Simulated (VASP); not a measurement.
Wanted: the native input for a VASP 6.6.1 run.

```yaml
Task: relaxation of the atoms
Functional: PBE
Potentials_or_basis: VASP PAW PBE potentials, release 64 (W_sv)
Cutoff: 520 eV
k_mesh: 11 × 11 × 1
Occupations: gaussian, width 0.1 eV
Spin: no spin polarisation
Dipole_correction: yes
Further_INCAR_settings: ALGO = Normal; EDIFF = 1e-07; IBRION = 2; EDIFFG = -0.02; NSW = 80
```

The structure of W lies in POSCAR:

```
W
1.0
    3.1835553858      0.0000000000      0.0000000000
    0.0000000000      3.1835553858      0.0000000000
    0.0000000000      0.0000000000     27.7342215430
W
9
Direct
    0.5000000000      0.5000000000      0.2704240315
    0.0000000000      0.0000000000      0.3278180236
    0.5000000000      0.5000000000      0.3852120157
    0.0000000000      0.0000000000      0.4426060079
    0.5000000000      0.5000000000      0.5000000000
    0.0000000000      0.0000000000      0.5573939921
    0.5000000000      0.5000000000      0.6147879843
    0.0000000000      0.0000000000      0.6721819764
    0.5000000000      0.5000000000      0.7295759685
```

These files were run (other wordings do the same):

INCAR

```
  PREC = Accurate
  ENCUT = 520
  EDIFF = 1E-7
  ISMEAR = 0
  SIGMA = 0.1
  LREAL = F
  LASPH = T
  NELM = 100
  ALGO = Normal
  ISIF = 2
  LWAVE = F
  LCHARG = F
  LDIPOL = T
  IDIPOL = 3
  DIPOL = 0.5 0.5 0.500
  GGA = PE
  IBRION = 2
  NSW = 80
  EDIFFG = -0.02
  KPAR = 4
```

KPOINTS

```
Automatic mesh
0
Gamma
  11 11 1
```

Potentials or basis: VASP PAW PBE potentials, release 64 (W_sv).

Launch:

```console
$ cat potpaw_PBE.64/W_sv/POTCAR > POTCAR
$ mpirun -np 4 vasp_std > vasp.out
```

It gave:

```json
{
 "Energy gained by relaxing": "38.7 meV/atom",
 "Ionic steps": "13",
 "Largest force after relaxing": "0.008 eV/Å",
 "Band gap on the k mesh": "zero (bands 63 and 64 overlap by 1.80 eV)"
}
```

Caveat: spin-orbit coupling is left out, which moves the levels of the heavy elements.

Wall time 30 min on 4 MPI ranks on Intel(R) Xeon(R) Platinum 8559C (Emerald Rapids), with other jobs on the host, peak memory 0.54 GiB a rank.
